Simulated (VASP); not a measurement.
Runs of VASP 6.6.1 on C. The structure is that of space group Pm-3m (No. 221), or close to it. The cells are those of the table. 

```csv
task,cell,k mesh,cutoff (eV),gap on the mesh (eV),pressure (GPa)
single point,"a = 1.827 Å, 1 atom",19 × 19 × 19,520,none,-10.2
single point,"a = 1.803 Å, 1 atom",16 × 16 × 16,520,none,(a)
single point,"a = 1.754 Å, 1 atom",19 × 19 × 19,520,none,28.9
relaxation of cell and atoms,"relaxed from a = 1.926 Å, 1 atom",16 × 16 × 16,600,none,0.0
single point,"a = 1.850 Å, 1 atom",19 × 19 × 19,520,none,-18.0
```

Alike in all rows: level BLYP; potentials or basis VASP PAW PBE potentials, release 64 (C); no spin polarisation; smearing fermi-dirac 0.1 eV.

Estimate the missing entries.

(a) 0.3.

Caveats: the PAW data sets were made with another functional, which shifts forces and pressure a little.

A gap of «none» marks levels without a gap at the run's occupations.
